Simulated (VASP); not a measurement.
Crystal: FeO.

```
Fe O
1.0
     0.00000    2.11140    2.11140
     2.11140    0.00000    2.11140
     2.11140    2.11140    0.00000
Fe O
1 1
Direct
  0.00000 0.00000 0.00000
  0.50000 0.50000 0.50000
```

Base run:

```yaml
Program: VASP 6.6.1
Functional: PBE
Dispersion: D4
Potentials_or_basis: VASP PAW PBE potentials, release 64 (Fe, O)
Cutoff: 520 eV
k_mesh: 11 × 11 × 11
Occupations: fermi-dirac, width 0.05 eV
Spin: collinear spin, ferromagnetic start
Starting_moments: "[3.0, 0.0] μB"
```

Its results: band gap on the k mesh zero (filled and empty bands overlap); pressure 9.6 GPa; net moment 4.00 μB per cell; site moments Fe +3.61; O +0.31 μB.

The run is repeated on the same cell with these changes: functional from PBE to PBEsol. What comes out?

Band gap on the k mesh zero (filled and empty bands overlap); pressure 2.0 GPa; net moment 4.00 μB per cell; site moments Fe +3.60; O +0.32 μB.

PBEsol binds more tightly than PBE, so the same cell stands under less pressure.

Caveats: a cell with one magnetic atom can't hold antiferromagnetic order, which such compounds often take; semilocal functionals often make such compounds metallic where correlation or magnetic order opens a gap, which also shifts bond lengths; the cell stands under pressure (at least some runs); the PAW data sets were made with another functional, which shifts forces and pressure a little (at least some runs).
